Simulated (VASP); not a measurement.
Wanted: the native input for a VASP 6.6.1 run.

| Quantity | Value |
| --- | --- |
| Task | single point |
| Functional | PBE |
| Potentials or basis | VASP PAW PBE potentials, release 64 (Mo_sv, S) |
| Cutoff | 520 eV |
| k mesh | 9 × 9 × 9 |
| Occupations | methfessel-paxton, width 0.1 eV |
| Spin | no spin polarisation |
| Dipole correction | no |
| Further INCAR settings | ALGO = Normal; EDIFF = 1e-06; NBANDS = 20 |

The structure of MoS2 lies in POSCAR:

```
MoS2
1.0
    1.5855000000      0.9153900000      6.1150000000
   -1.5855000000      0.9153900000      6.1150000000
    0.0000000000     -1.8307800000      6.1150000000
Mo S
1 2
Direct
    0.0000000000      0.0000000000      0.0000000000
    0.7500000000      0.7500000000      0.7500000000
    0.2500000000      0.2500000000      0.2500000000
```

One way to write it, as run:

INCAR

```
ALGO = Normal
EDIFF = 1E-6
ENCUT = 520
GGA = PE
ISIF = 2
ISMEAR = 1
LASPH = T
LCHARG = F
LREAL = F
LWAVE = F
NBANDS = 20
NELM = 80
PREC = Accurate
SIGMA = 0.1
```

KPOINTS

```
k-points
0
Gamma
  9 9 9
```

Potentials or basis: VASP PAW PBE potentials, release 64 (Mo_sv, S).

The run is started by

```console
$ cat potpaw_PBE.64/Mo_sv/POTCAR potpaw_PBE.64/S/POTCAR > POTCAR
$ mpirun -np 1 vasp_std > vasp.out
```

It gave:

| Property | Result |
| --- | --- |
| Pressure | 7.7 GPa |
| Largest force | 0.978 eV/Å |
| Band gap on the k mesh | zero (band 13 reaches 8.21 eV, above the bottom of band 14 at 7.42 eV) |

Wall time 6.3 min on 1 thread of Intel Xeon 8259CL (shared host), peak memory 0.35 GiB.
